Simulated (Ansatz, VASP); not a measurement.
**BP: VASP beside Ansatz**

```xyz
2
Lattice="0.0000 2.2453 2.2453 2.2453 0.0000 2.2453 2.2453 2.2453 0.0000" Properties=species:S:1:pos:R:3 pbc="T T T"
B     0.0000    0.0000    0.0000
P     3.3680    3.3680    3.3680
```

Alike in both runs: functional LDA; k mesh 10 × 10 × 10; occupations gaussian, width 0.02 eV; no spin polarisation.

Ansatz relaxed the structure, and its values are those at the end. VASP's run is a single point on that final structure, the one shown.

|  | VASP | Ansatz |
| --- | --- | --- |
| version | VASP 6.6.1 | Ansatz 0.2.0 |
| potentials or method | VASP PAW LDA potentials, release 64 (B, P), cutoff 500 eV | scalar-relativistic, plane waves, PAW |
| valence electrons in the cell | 8 | 8 |

|  | VASP | Ansatz | Ansatz less VASP |
| --- | --- | --- | --- |
| gap on the k mesh at the Fermi level (eV) | 1.15 | 1.15 | -0.001 |
| least direct gap on the mesh (eV) | 3.43 | 3.43 | -0.003 |
| pressure (GPa) | -0.1 | 0.0 | +0.12 |

Ansatz warns that its potentials were made for another functional, while VASP's fit it. LDA's correlation is that of Perdew and Zunger in VASP and of Perdew and Wang (1992) in Ansatz.
